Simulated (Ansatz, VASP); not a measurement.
Na in VASP and in Ansatz

```xyz
1
Lattice="-2.1810 2.1810 2.0540 2.1810 -2.1810 2.0540 2.1810 2.1810 -2.0540" Properties=species:S:1:pos:R:3 pbc="T T T"
Na    0.0000    0.0000    0.0000
```

Change from the starting cell: strain +0.030 along x and y, -0.030 along z, atoms carried along.

Alike in both runs: task single point; functional PBE; k mesh 16 × 16 × 16; occupations gaussian, width 0.15 eV; no spin polarisation.

|  | VASP | Ansatz |
| --- | --- | --- |
| version | VASP 6.6.1 | Ansatz 0.2.0 |
| potentials or method | VASP PAW PBE potentials, release 64 (Na_pv), cutoff 520 eV | scalar-relativistic, plane waves, PAW |
| valence electrons in the cell | 7 | 9 |

```tsv
	VASP	Ansatz	Ansatz less VASP
gap on the k mesh at the Fermi level (eV)	none	none	-
pressure (GPa)	-0.5	-0.4	+0.10
traceless stress, the component that is largest in VASP (GPa)	0.09	0.08	-0.001
```

A gap of «none» marks a metal or a gap that the smearing closes. The functional is the same, so the differences come from potentials, cutoffs and numerics. VASP's potentials hold 7 valence electrons a cell and Ansatz's 9, so a difference there can come from the potentials and not from the codes.
